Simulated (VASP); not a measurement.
Li2S:

```xyz
3
Lattice="0.0000 2.8453 2.8453 2.8453 0.0000 2.8453 2.8453 2.8453 0.0000" Properties=species:S:1:pos:R:3 pbc="T T T"
Li    4.2679    4.2679    4.2679
Li    1.4226    1.4226    1.4226
S     0.0000    0.0000    0.0000
```

Base run:

| Quantity | Value |
| --- | --- |
| Program | VASP 6.6.1 |
| Functional | r2SCAN |
| Potentials or basis | VASP PAW PBE potentials, release 64 (Li_sv, S) |
| Cutoff | 830 eV |
| k mesh | 6 × 6 × 6 |
| Occupations | gaussian, width 0.01 eV |
| Spin | no spin polarisation |

Its results: band gap on the k mesh 3.86 eV (least direct gap 5.05 eV); pressure -0.2 GPa.

Problem. The run is repeated on the same cell with these changes: functional from r2SCAN to HSE06; cutoff from 830 eV to 650 eV. What comes out?

Solution. Band gap on the k mesh 4.33 eV (least direct gap 5.35 eV); pressure -0.6 GPa.

Caveats: the PAW data sets were made with another functional, which shifts forces and pressure a little.

A k mesh can miss the band edges.
